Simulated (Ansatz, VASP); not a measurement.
# One calculation of CdF2, two programs

```
Cd F
1.0
     0.00000    2.69418    2.83212
     2.69418    0.00000    2.83212
     2.69418    2.69418    0.00000
Cd F
1 2
Direct
  0.00000 0.00000 0.00000
  0.25000 0.25000 0.25000
  0.75000 0.75000 0.75000
```

Change from the starting cell: uniaxial_z strain +5.1%.

Alike in both runs: task single point; functional PBE; k mesh 8 × 8 × 8; occupations fermi-dirac, width 0.02 eV; no spin polarisation.

|  | VASP | Ansatz |
| --- | --- | --- |
| version | VASP 6.6.1 | Ansatz 0.2.0 |
| potentials or method | VASP PAW PBE potentials, release 64 (Cd_sv_GW, F) | plane waves, PAW |
| plane-wave cutoff (eV) | 600 | 420 |
| valence electrons in the cell | 34 | 34 |

```csv
,VASP,Ansatz,Ansatz less VASP
gap on the k mesh at the Fermi level (eV),2.83,2.84,+0.013
pressure (GPa),-0.7,0.1,+0.78
"traceless stress, the component that is largest in VASP (GPa)",-3.51,-3.52,-0.008
```
